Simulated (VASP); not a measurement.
Crystal: Zr2Ti.

```
Zr Ti
1.0
     2.97102    0.00000    0.00000
    -1.48551    2.57298    0.00000
     0.00000    0.00000   11.55605
Zr Ti
4 2
Direct
  0.33333 0.66667 0.62750
  0.66667 0.33333 0.12750
  0.33333 0.66667 0.87250
  0.66667 0.33333 0.37250
  0.33333 0.66667 0.25000
  0.66667 0.33333 0.75000
```

```yaml
Program: VASP 6.6.1
Task: relaxation of cell and atoms
Functional: PBE
Potentials_or_basis: VASP PAW PBE potentials, release 64 (Zr_sv, Ti_sv)
Cutoff: 600 eV
k_mesh: 6 × 6 × 2
Occupations: gaussian, width 0.1 eV
Spin: no spin polarisation
```

At the start: pressure 88.3 GPa; volume 14.72 Å³/atom.

Task: How do energy, volume and symmetry change on relaxing?

Result: Over 15 steps the energy falls by 2761.5 meV/atom and the volume is 21.41 Å³/atom (+45.4 %); space group P6_3/mmc (No. 194, to 0.1 Å) before and after.

The path:
| step | energy change (eV) | largest force (eV/Å) | pressure (GPa) | volume (Å³) |
| --- | --- | --- | --- | --- |
| 1 | 0.0000 | 9.6886 | 88.30 | 88.34 |
| 2 | -5.8903 | 0.0150 | -18.13 | 237.95 |
| 3 | -14.7501 | 1.3485 | -7.81 | 148.15 |
| 4 | -14.8540 | 1.6225 | -5.30 | 143.21 |
| 5 | -14.8661 | 1.8083 | -3.47 | 140.05 |
| 6 | -15.9490 | 1.0901 | -1.59 | 133.50 |
| 7 | -16.5063 | 0.0983 | 2.39 | 125.79 |
| 8 | -16.5090 | 0.0111 | 3.02 | 124.94 |
| 9 | -16.5370 | 0.1514 | -2.32 | 131.80 |
| 10 | -16.5599 | 0.1052 | -0.27 | 128.99 |
| 11 | -16.5654 | 0.0864 | -0.09 | 128.71 |
| 12 | -16.5672 | 0.0672 | 0.09 | 128.43 |
| 13 | -16.5682 | 0.0420 | -0.06 | 128.66 |
| 14 | -16.5686 | 0.0163 | -0.22 | 128.90 |
| 15 | -16.5688 | 0.0110 | 0.14 | 128.43 |

Final structure:
```
Zr Ti
1.0
     3.13585    0.00000    0.00000
    -1.56792    2.71573    0.00000
     0.00000    0.00000   15.08136
Zr Ti
4 2
Direct
  0.33333 0.66667 0.59081
  0.66667 0.33333 0.09081
  0.33333 0.66667 0.90919
  0.66667 0.33333 0.40919
  0.33333 0.66667 0.25000
  0.66667 0.33333 0.75000
```

Caveat: the k points lie up to 0.39 Å⁻¹ apart in the final cell, too coarse for converged energies and pressures of a metal; the volume moved by over 15 % at a fixed basis, so the end points are rough.
